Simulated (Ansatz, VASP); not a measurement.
# HfN in VASP and in Ansatz

The input INCAR:

```
SYSTEM = HfN
ALGO = Normal
EDIFF = 1E-6
ENCUT = 600
GGA = CA
GGA_COMPAT = .FALSE.
ISIF = 2
ISMEAR = -1
LASPH = .TRUE.
LCHARG = .FALSE.
LREAL = .FALSE.
LWAVE = .FALSE.
NBANDS = 14
NELM = 120
PREC = Accurate
SIGMA = 0.1
```

Contents of KPOINTS:

```
k-points
0
G
  11 11 11
  0 0 0
```

The input POSCAR:

```
HfN
1.0
    0.0000000000      2.1941603919      2.1941603919
    2.1941603919      0.0000000000      2.1941603919
    2.1941603919      2.1941603919      0.0000000000
Hf N
1 1
Direct
    0.0000000000      0.0000000000      0.0000000000
    0.5000000000      0.5000000000      0.5000000000
```

Input for Ansatz:

```yaml
crystal:
  lattice:
    - [0.0, 2.194160391949739, 2.194160391949739]
    - [2.194160391949739, 0.0, 2.194160391949739]
    - [2.194160391949739, 2.194160391949739, 0.0]
  atoms:
    - { symbol: Hf, position: [0.0, 0.0, 0.0] }
    - { symbol: "N", position: [0.5, 0.5, 0.5] }
basis:
  ecutwfc: 420.0
kpoints:
  mp_grid:
    grid: [11, 11, 11]
hamiltonian:
  xc: lda
scf:
  occupations:
    method: fermi_dirac
output:
  stress: true
```

Alike in both runs: task single point; functional LDA; k mesh 11 × 11 × 11; no spin polarisation.

```csv
,VASP,Ansatz
version,VASP 6.6.1,Ansatz 0.2.0
potentials or method,"VASP PAW LDA potentials, release 64 (Hf_pv, N), cutoff 600 eV","plane waves, PAW"
occupations,"fermi-dirac, width 0.1 eV",fermi-dirac
valence electrons in the cell,15,31
```

VASP gave:

```
pressure (GPa) : 17.3
```

**Question.** Estimate Ansatz's values.

**Answer.** Pressure (GPa): 18.4.

LDA's correlation is that of Perdew and Zunger in VASP and of Perdew and Wang (1992) in Ansatz. VASP's potentials hold 15 valence electrons a cell and Ansatz's 31, so a difference there can come from the potentials and not from the codes.

Neither program's run includes spin-orbit coupling.
